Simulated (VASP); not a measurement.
# O2 in VASP: relaxation of the atoms with PBEsol

Aim: the relaxation of the atoms of O2 with PBEsol.

Everything below comes from runs of VASP 6.6.1. Logs are shortened: lines on timing, memory, paths and dates and some standing lists are left out, and cuts for length are marked.

## 1. The cell of the first run

The cell holds a molecule in a box, 2 atoms: a = 9.000 Å, b = 9.500 Å, c = 10.000 Å, α = 90.00°, β = 90.00°, γ = 90.00°.

## 2. Relaxation of the atoms, PBEsol, collinear spin, ferromagnetic start

The input, INCAR:

```
ALGO = Normal
EDIFF = 1E-6
EDIFFG = -0.01
ENCUT = 520
GGA = PS
IBRION = 2
ISIF = 2
ISMEAR = 1
ISPIN = 2
LASPH = T
LCHARG = F
LORBIT = 11
LREAL = F
LWAVE = F
MAGMOM = 1 1
NELM = 150
NSW = 80
PREC = Accurate
SIGMA = 0.05
```

The input, KPOINTS:

```
k-points
0
Gamma
  1 1 1
```

The input, POSCAR:

```
O
1.0
    9.0000000000      0.0000000000      0.0000000000
    0.0000000000      9.5000000000      0.0000000000
    0.0000000000      0.0000000000     10.0000000000
O
2
Direct
    0.5000000000      0.5000000000      0.4385000000
    0.5000000000      0.5000000000      0.5615000000
```

Potentials or basis: VASP PAW PBE potentials, release 64 (O).

Run with:

```
$ cat potpaw_PBE.64/O/POTCAR > POTCAR
$ mpirun -np 1 vasp_gam > vasp.out
```

OUTCAR:

```text
EDIFF = 1E-6
   EDIFFG = -0.01
   ENCUT = 520
   GGA = PS
   IBRION = 2
   ISIF = 2
   ISMEAR = 1
   ISPIN = 2
   LASPH = T
   LORBIT = 11
   LREAL = F
   NELM = 150
   NSW = 80
   PREC = Accurate

 ion  position               nearest neighbor table
   1  0.500  0.500  0.438-   2 1.23
   2  0.500  0.500  0.562-   1 1.23

  LATTYP: Found a simple orthorhombic cell.
 ALAT       =     9.0000000000
 B/A-ratio  =     1.0555555556
 C/A-ratio  =     1.1111111111

  Lattice vectors:

 A1 = (   9.0000000000,   0.0000000000,   0.0000000000)
 A2 = (   0.0000000000,   9.5000000000,   0.0000000000)
 A3 = (   0.0000000000,   0.0000000000,  10.0000000000)

Analysis of symmetry for initial positions (statically):
=====================================================================
 Subroutine PRICEL returns:
 Original cell was already a primitive cell.

 Routine SETGRP: Setting up the symmetry group for a
 simple orthorhombic supercell.

 Subroutine GETGRP returns: Found  8 space group operations
 (whereof  8 operations were pure point group operations)
 out of a pool of  8 trial point group operations.

The static configuration has the point symmetry D_2h.

Analysis of symmetry for dynamics (positions and initial velocities):
=====================================================================
 Subroutine PRICEL returns:
 Original cell was already a primitive cell.

 Routine SETGRP: Setting up the symmetry group for a
 simple orthorhombic supercell.

 Subroutine GETGRP returns: Found  8 space group operations
 (whereof  8 operations were pure point group operations)
 out of a pool of  8 trial point group operations.

The dynamic configuration has the point symmetry D_2h.

Analysis of structural, dynamic, and magnetic symmetry:
=====================================================================
 Subroutine PRICEL returns:
 Original cell was already a primitive cell.

 Routine SETGRP: Setting up the symmetry group for a
 simple orthorhombic supercell.

 Subroutine GETGRP returns: Found  8 space group operations
 (whereof  8 operations were pure point group operations)
 out of a pool of  8 trial point group operations.

The overall configuration has the point symmetry D_2h.

 Subroutine INISYM returns: Found  8 space group operations
 (whereof  8 operations are pure point group operations),
 and found     1 'primitive' translations

----------------------------------------------------------------------------------------

                                     Primitive cell

  volume of cell :     855.0000

  direct lattice vectors                    reciprocal lattice vectors
     9.000000000  0.000000000  0.000000000     0.111111111  0.000000000  0.000000000
     0.000000000  9.500000000  0.000000000     0.000000000  0.105263158  0.000000000
     0.000000000  0.000000000 10.000000000     0.000000000  0.000000000  0.100000000

  length of vectors
     9.000000000  9.500000000 10.000000000     0.111111111  0.105263158  0.100000000

  position of ions in fractional coordinates (direct lattice)
     0.500000000  0.500000000  0.438500000
     0.500000000  0.500000000  0.561500000

  ion indices of the primitive-cell ions
   primitive index   ion index
                 1           1
                 2           2

----------------------------------------------------------------------------------------

 KPOINTS: k-points

Automatic generation of k-mesh.
 Grid dimensions read from file:
 generate k-points for:    1    1    1

 Generating k-lattice:

  Cartesian coordinates                     Fractional coordinates (reciprocal lattice)
     0.111111111  0.000000000  0.000000000     1.000000000  0.000000000  0.000000000
     0.000000000  0.105263158  0.000000000     0.000000000  1.000000000  0.000000000
     0.000000000  0.000000000  0.100000000     0.000000000  0.000000000  1.000000000

  Length of vectors
     0.111111111  0.105263158  0.100000000

  Shift w.r.t. Gamma in fractional coordinates (k-lattice)
     0.000000000  0.000000000  0.000000000

 Subroutine IBZKPT returns following result:
 ===========================================

 Found      1 irreducible k-points:

 Following reciprocal coordinates:
            Coordinates               Weight
  0.000000  0.000000  0.000000      1.000000
   k-points           NKPTS =      1   k-points in BZ     NKDIM =      1   number of bands    NBANDS=     11
   number of dos      NEDOS =    301   number of ions     NIONS =      2
   total plane-waves  NPLWV = 403200
   dimension x,y,z NGX =    70 NGY =   72 NGZ =   80
   dimension x,y,z NGXF=   140 NGYF=  144 NGZF=  160
   ions per type =               2
   NGX,Y,Z   is equivalent  to a cutoff of  12.93, 12.60, 13.30 a.u.
   NGXF,Y,Z  is equivalent  to a cutoff of  25.86, 25.20, 26.60 a.u.
 SYSTEM =  unknown system
   PREC   = accura    normal or accurate (medium, high low for compatibility)
   ISTART =      0    job   : 0-new  1-cont  2-samecut
   ICHARG =      2    charge: 1-file 2-atom 10-const
   ISPIN  =      2    spin polarized calculation?
   LNONCOLLINEAR =      F non collinear calculations
   LSORBIT =      F    spin-orbit coupling
   LASPH  =      T    aspherical Exc in radial PAW
   ENCUT  =  520.0 eV  38.22 Ry    6.18 a.u.  16.73 17.66 18.59*2*pi/ulx,y,z
   NELM   =    150;   NELMIN=  2; NELMDL= -5     # of ELM steps
   EDIFF  = 0.1E-05   stopping-criterion for ELM
   LREAL  =      F    real-space projection
   EDIFFG = -.1E-01   stopping-criterion for IOM
   NSW    =     80    number of steps for IOM
   IBRION =      2    ionic relax: 0-MD 1-quasi-New 2-CG
   NFREE  =      1    steps in history (QN), initial steepest desc. (CG)
   ISIF   =      2    stress and relaxation
   ISYM   =      2    0-nonsym 1-usesym 2-fastsym
   POTIM  = 0.5000    time-step for ionic-motion
   TEBEG  =    0.0;   TEEND  =   0.0 temperature during run
   PSTRESS=    0.0 pullay stress
   NELECT =      12.0000    total number of electrons
   NUPDOWN=      -1.0000    fix difference up-down
   EMIN   =  10.00;   EMAX   =-10.00  energy-range for DOS
   EFERMI =   0.00;   METHOD = LEGACY
   ISMEAR =     1;   SIGMA  =   0.05  broadening in eV -4-tet -1-fermi 0-gaus
   EFERMI_NEDOS =   21; number of points for ismear=-14 and -15
   IALGO  =     38    algorithm
   IMIX   =      4    mixing-type and parameters
     AMIX     =   0.40;   BMIX     =  1.00
     AMIX_MAG =   1.60;   BMIX_MAG =  1.00
  volume/ion in A,a.u.               =     427.50      2884.91
  Fermi-wavevector in a.u.,A,eV,Ry     =   0.394893  0.746240  2.121703  0.155941
  Thomas-Fermi vector in A             =   1.339966
   LORBIT       =     11    0 simple, 1 ext, 2 COOP (PROOUT), +10 PAW based schemes
   GGA     = PS    functional components
   LHFCALC =     F    Hartree Fock is set to
   AEXX    =    0.0000 exact exchange contribution
   IVDW    =     0    specifies the selected vdW correction
   LEPSILON=     F    determine dielectric tensor
   LRPA    =     F    only Hartree local field effects (RPA)
 conjugate gradient relaxation of ions
 spin polarized calculation
 Methfessel and Paxton  Order N= 1 SIGMA  =   0.05
  energy-cutoff  :      520.00
  volume of cell :      855.00
 maximum number of plane-waves:     11510
 NGX is ok and might be reduce to    70
   NGX = 33   NGY = 35   NGZ = 37

--------------------------------------- Ionic step        1  -------------------------------------------

 number of electron      12.0000001 magnetization       2.0000001

 Free energy of the ion-electron system (eV)
  ---------------------------------------------------
  ext. energy  EPLUGINS =         0.00000000
  ---------------------------------------------------
  free energy    TOTEN  =       -10.27454492 eV

  energy without entropy =      -10.27744388  energy(sigma->0) =      -10.27551124

------------------------ aborting loop because EDIFF is reached ----------------------------------------

  FORCE on cell =-STRESS in cart. coord.  units (eV):
  Direction    XX          YY          ZZ          XY          YZ          ZX
  --------------------------------------------------------------------------------------
  -------------------------------------------------------------------------------------
  Total       -0.0707034     -0.0704702     -0.3335249     -0.0000000      0.0000000      0.0000000
  in kB       -0.1324905     -0.1320534     -0.6249894     -0.0000000      0.0000000      0.0000000
  external PRESSURE =      -0.2965111 kB  Pullay stress =       0.0000000 kB
[... 57 lines left out ...]
  energy  without entropy=      -10.2657180049  energy(sigma->0) =      -10.26378537

--------------------------------------- Ionic step        3  -------------------------------------------

 number of electron      12.0000002 magnetization       2.0000001

 Free energy of the ion-electron system (eV)
  ---------------------------------------------------
  ext. energy  EPLUGINS =         0.00000000
  ---------------------------------------------------
  free energy    TOTEN  =       -10.27484078 eV

  energy without entropy =      -10.27773973  energy(sigma->0) =      -10.27580709

 E-fermi :  -6.7174     XC(G=0):  -0.6425

 val. band max:       -6.7595000540   @ k =   0.0000   0.0000   0.0000
 cond. band min:      -4.4982855252   @ k =   0.0000   0.0000   0.0000
 fundamental gap:      2.2612145288
 Fermi energy:        -6.7174173941

 spin component 1

 k-point     1 :       0.0000    0.0000    0.0000
  band No.  band energies     occupation
      1     -32.4959      1.00000
      2     -20.3497      1.00000
      3     -13.3220      1.00000
      4     -13.2224      1.00000
      5     -13.2224      1.00000
      6      -6.7595      1.00005
      7      -6.7595      0.99995
      8      -0.2764      0.00000
      9       0.9031      0.00000
     10       1.2533      0.00000
     11       1.2838      0.00000
 Fermi energy:        -6.7174173941

 spin component 2

 k-point     1 :       0.0000    0.0000    0.0000
  band No.  band energies     occupation
      1     -31.2369      1.00000
      2     -18.5670      1.00000
      3     -12.3015      1.00000
      4     -11.3842      1.00000
      5     -11.3841      1.00000
      6      -4.4983      0.00000
      7      -4.4982      0.00000
      8      -0.1756      0.00000
      9       1.1373      0.00000
     10       1.3009      0.00000
     11       1.4059      0.00000
[... 27 lines left out ...]
  FREE ENERGIE OF THE ION-ELECTRON SYSTEM (eV)
  ---------------------------------------------------
  free  energy   TOTEN  =       -10.2748407760 eV

  energy  without entropy=      -10.2777397292  energy(sigma->0) =      -10.27580709

 reached required accuracy - stopping structural energy minimisation

 total charge

# of ion       s       p       d       tot
------------------------------------------
    1        1.609   3.281   0.000   4.890
    2        1.609   3.281   0.000   4.890
--------------------------------------------------
tot          3.217   6.563   0.000   9.780

 magnetization (x)

# of ion       s       p       d       tot
------------------------------------------
    1        0.009   0.800   0.000   0.809
    2        0.009   0.800   0.000   0.809
--------------------------------------------------
tot          0.018   1.600   0.000   1.618
```

Wall time 9.5 min (1 thread of Intel Xeon 8259CL, shared host); peak memory 1.1 GiB.

What came out:

* Free energy: -10.2748 eV
* Energy gained by relaxing: 0.1 meV/atom
* Ionic steps: 3
* Gap between the frontier levels: 2.26 eV
* Net moment: 2.00 μB per cell
* Site moments: O +0.81 μB
* Valence electrons inside the program's atomic spheres: O 4.89

Step by step:
```
step  energy change (eV)  largest force (eV/Å)  pressure (GPa)
   1              0.0000                0.2102           -0.03
   2              0.0117                1.4065            0.09
   3             -0.0003                0.0001           -0.01
```

Final structure:
```
O
1.0
     9.00000    0.00000    0.00000
     0.00000    9.50000    0.00000
     0.00000    0.00000   10.00000
O
2
Direct
  0.50000 0.50000 0.43864
  0.50000 0.50000 0.56136
```

Levels at points of the mesh, in eV from the valence-band top:
Spin up:
```tsv
k point	band 5	band 6	band 7	band 8	band 9	band 10
(0.00, 0.00, 0.00)	-6.46	0.00	0.00	6.48	7.66	8.01
```
Spin down:
```csv
k point,band 3,band 4,band 5,band 6,band 7,band 8
"(0.00, 0.00, 0.00)",-5.54,-4.62,-4.62,2.26,2.26,6.58
```

Caveat: the standard files for N, O and F lose accuracy on very short bonds; the PAW data sets were made with another functional, which shifts forces and pressure a little.
